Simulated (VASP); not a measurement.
Here is a VASP 6.6.1 calculation.

Contents of INCAR:

```
SYSTEM = Si5F
  PREC = Accurate
  ENCUT = 520
  EDIFF = 1E-6
  ISMEAR = 0
  SIGMA = 0.1
  LREAL = .False.
  LASPH = .True.
  NELM = 60
  ALGO = Normal
  ISIF = 2
  LWAVE = .False.
  LCHARG = .True.
  GGA = PE
  LELF = .True.
  LVHAR = .True.
  NBANDS = 22
```

The input KPOINTS:

```
Automatic mesh
0
Gamma
  10 10 10
  0 0 0
```

File POSCAR:

```
Si5F
1.0
    0.0000000000      3.5629425955      3.5629425955
    3.5629425955      0.0000000000      3.5629425955
    3.5629425955      3.5629425955      0.0000000000
Si F
5 1
Direct
    0.3741983442      0.3741983442      0.8774049674
    0.3741983442      0.8774049674      0.3741983442
    0.8774049674      0.3741983442      0.3741983442
    0.3741983442      0.3741983442      0.3741983442
    0.7500000000      0.7500000000      0.7500000000
    0.0000000000      0.0000000000      0.0000000000
```

Potentials or basis: VASP PAW PBE potentials, release 64 (Si, F).

Run with:

```bash
$ cat potpaw_PBE.64/Si/POTCAR potpaw_PBE.64/F/POTCAR > POTCAR
$ mpirun -np 1 vasp_std > vasp.out
```

**Question.** Estimate the pressure.

**Answer.** 0.0 GPa.

**Question.** Predict the largest force.

**Answer.** 0.013 eV/Å.

Forces in eV/Å, atoms in the order of the input:
```
Si   0.007  0.007 -0.007
Si   0.007 -0.007  0.007
Si  -0.007  0.007  0.007
Si  -0.007 -0.007 -0.007
Si   0.000  0.000  0.000
F    0.000  0.000  0.000
```

Caveat: an odd number of electrons without spin polarisation forces a metal; a magnetic or distorted state may lie lower.
